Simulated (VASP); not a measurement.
# MgO: single point with PBE

The system is MgO.

```
Mg O
1.0
     0.00000    2.13515    2.13515
     2.13515    0.00000    2.13515
     2.13515    2.13515    0.00000
Mg O
1 1
Cartesian
  0.0000 0.0000 0.0000
  2.1793 2.1793 2.1351
```

| Quantity | Value |
| --- | --- |
| Program | VASP 6.6.1 |
| Task | single point |
| Functional | PBE |
| Potentials or basis | VASP PAW PBE potentials, release 64 (Mg_sv, O) |
| Cutoff | 840 eV |
| k mesh | 10 × 10 × 10 |
| Occupations | gaussian, width 0.05 eV |
| Spin | no spin polarisation |
| Dipole correction | no |
| Further INCAR settings | ALGO = Normal; EDIFF = 1e-06; NBANDS = 15 |

```
Pressure               : -1.3 GPa
Largest force          : 0.286 eV/Å
Band gap on the k mesh : 4.35 eV
```

Forces in eV/Å, atoms in the order of the input:
```
Mg   0.203  0.203  0.000
O   -0.203 -0.203  0.000
```

Stress tensor (GPa, compression positive):
```
-1.14 -0.08  0.00
-0.08 -1.14  0.00
 0.00  0.00 -1.74
```

Levels at points of the mesh, in eV from the valence-band top:
```
           k point  band 4  band 5  band 6  band 7  band 8  band 9  band 10  band 11  band 12  band 13
(0.00, 0.00, 0.00)  -39.13  -17.04   -0.01    0.00    0.00    4.35    15.57    15.59    15.60    19.37
(0.50, 0.00, 0.00)  -39.14  -15.84   -4.43   -0.61   -0.60    7.65    12.13    15.91    15.94    20.33
(0.00, 0.00, 0.50)  -39.14  -15.84   -4.43   -0.62   -0.61    7.66    12.14    15.91    15.92    20.33
(0.50, 0.50, 0.00)  -39.16  -15.63   -3.89   -1.29   -1.28    9.09     9.54    12.67    18.36    18.41
(0.00, 0.50, 0.50)  -39.16  -15.63   -3.89   -1.28   -1.28    9.08     9.54    12.68    18.37    18.39
```

Wall time 70 s on 1 thread of Intel(R) Xeon(R) Platinum 8488C (Sapphire Rapids), on a shared host, peak memory 0.23 GiB.

Expect the measured gap to be larger: semilocal functionals such as PBE lack the derivative discontinuity.
